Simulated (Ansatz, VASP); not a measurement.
# AgCl: VASP beside Ansatz

File INCAR:

```
PREC     = Accurate       # precision mode
ENCUT    = 630            # plane-wave cutoff, eV
EDIFF    = 1E-6           # SCF threshold, eV
ISMEAR   = -1             # smearing method
SIGMA    = 0.02           # smearing width, eV
LREAL    = False          # projectors in reciprocal space
LASPH    = True           # aspherical terms in the spheres
NELM     = 120            # most SCF steps
ALGO     = Normal         # electronic algorithm
ISIF     = 2              # what is computed and relaxed
LWAVE    = False          # write WAVECAR
LCHARG   = False          # write CHGCAR
GGA      = PE             # functional
NBANDS   = 20             # bands
GGA_COMPAT= False
```

Contents of KPOINTS:

```
regular mesh
0
Gamma
  8 8 8
```

File POSCAR:

```
AgCl
1.0
    3.2152823169      0.0000000000      0.0000000000
    0.0000000000      3.2152823169      0.0000000000
    0.0000000000      0.0000000000      3.3955880419
Ag Cl
1 1
Direct
    0.0000000000      0.0000000000      0.0000000000
    0.5000000000      0.5000000000      0.5000000000
```

Input for Ansatz:

```yaml
crystal:
  lattice:
    - [3.2152823169, 0.0, 0.0]
    - [0.0, 3.2152823169, 0.0]
    - [0.0, 0.0, 3.3955880419]
  atoms:
    - { symbol: Ag, position: [0.0, 0.0, 0.0] }
    - { symbol: Cl, position: [0.5, 0.5, 0.5] }
kpoints:
  mp_grid: { grid: [8, 8, 8] }
  band_path:
    path: [[0.0, 0.0, 0.0], [0.0, 0.5, 0.0], [0.5, 0.5, 0.0], [0.5, 0.5, 0.5]]
    npoints: 1
hamiltonian:
  xc: pbe
scf:
  occupations: { method: fermi_dirac, width: 0.02 }
  n_extra_bands: 4
output:
  forces: true
  stress: true
  eigenvalues: true
```

Change from the starting cell: biaxial_xy strain -5.3%.

Alike in both runs: task single point; functional PBE; k mesh 8 × 8 × 8; occupations fermi-dirac, width 0.02 eV; no spin polarisation.

|  | VASP | Ansatz |
| --- | --- | --- |
| version | VASP 6.6.1 | Ansatz 0.2.0 |
| potentials or method | VASP PAW PBE potentials, release 64 (Ag_sv_GW, Cl) | plane waves, PAW |
| plane-wave cutoff (eV) | 630 | 420 |
| valence electrons in the cell | 26 | 26 |

```tsv
	VASP	Ansatz	Ansatz less VASP
pressure (GPa)	9.4	9.7	+0.32
traceless stress, the component that is largest in VASP (GPa)	-2.06	-2.07	-0.004
```
